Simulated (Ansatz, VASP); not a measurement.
PbS: VASP beside Ansatz

The input INCAR:

```
SYSTEM = PbS
ALGO     = Normal         ! electronic algorithm
EDIFF    = 1E-8           ! SCF threshold, eV
ENCUT    = 520            ! plane-wave cutoff, eV
GGA      = CA             ! functional
ISIF     = 2              ! what is computed and relaxed
ISMEAR   = -1             ! smearing method
LASPH    = .True.         ! aspherical terms in the spheres
LCHARG   = .False.        ! write CHGCAR
LEFG     = .True.       
LREAL    = .False.        ! projectors in reciprocal space
LWAVE    = .False.        ! write WAVECAR
NBANDS   = 17             ! bands
NELM     = 80             ! most SCF steps
PREC     = Accurate       ! precision mode
SIGMA    = 0.01           ! smearing width, eV
```

File KPOINTS:

```
k-points
0
Gamma
  7 7 7
  0 0 0
```

The input POSCAR:

```
PbS
1.0
    0.0000000000      2.9550835380      2.9550835380
    2.9550835380      0.0000000000      2.9550835380
    2.9550835380      2.9550835380      0.0000000000
Pb S
1 1
Direct
    0.0000000000      0.0000000000      0.0000000000
    0.5000000000      0.5000000000      0.5000000000
```

Input for Ansatz:

```yaml
crystal:
  lattice:
    - [0.0, 2.955083538, 2.955083538]
    - [2.955083538, 0.0, 2.955083538]
    - [2.955083538, 2.955083538, 0.0]
  atoms:
    - { symbol: Pb, position: [0.0, 0.0, 0.0] }
    - { symbol: S, position: [0.5, 0.5, 0.5] }
kpoints:
  mp_grid: { grid: [7, 7, 7] }
scf:
  occupations: { method: fermi_dirac, width: 0.01 }
hamiltonian:
  xc: lda
  pseudopotentials: { kind: paw }
output:
  forces: true
  stress: true
  eigenvalues: true
  efg: { contact_densities: true }
```

Change from the starting cell: volume scaled by 0.99, PAW files.

Alike in both runs: task electric field gradients; functional LDA; k mesh 7 × 7 × 7; occupations fermi-dirac, width 0.01 eV; no spin polarisation.

|  | VASP | Ansatz |
| --- | --- | --- |
| version | VASP 6.6.1 | Ansatz 0.2.0 |
| potentials or method | VASP PAW LDA potentials, release 64 (Pb_d, S) | PAW with Ansatz's default frozen-core files, scalar-relativistic |
| plane-wave cutoff (eV) | 520 | 420 |
| valence electrons in the cell | 20 | 20 |

Ansatz gave:

| Quantity | Value |
| --- | --- |
| pressure (GPa) | -2.1 |

Estimate VASP's values.

pressure (GPa): -2.0.

LDA's correlation is that of Perdew and Zunger in VASP and of Perdew and Wang (1992) in Ansatz.

Neither program's run includes spin-orbit coupling.
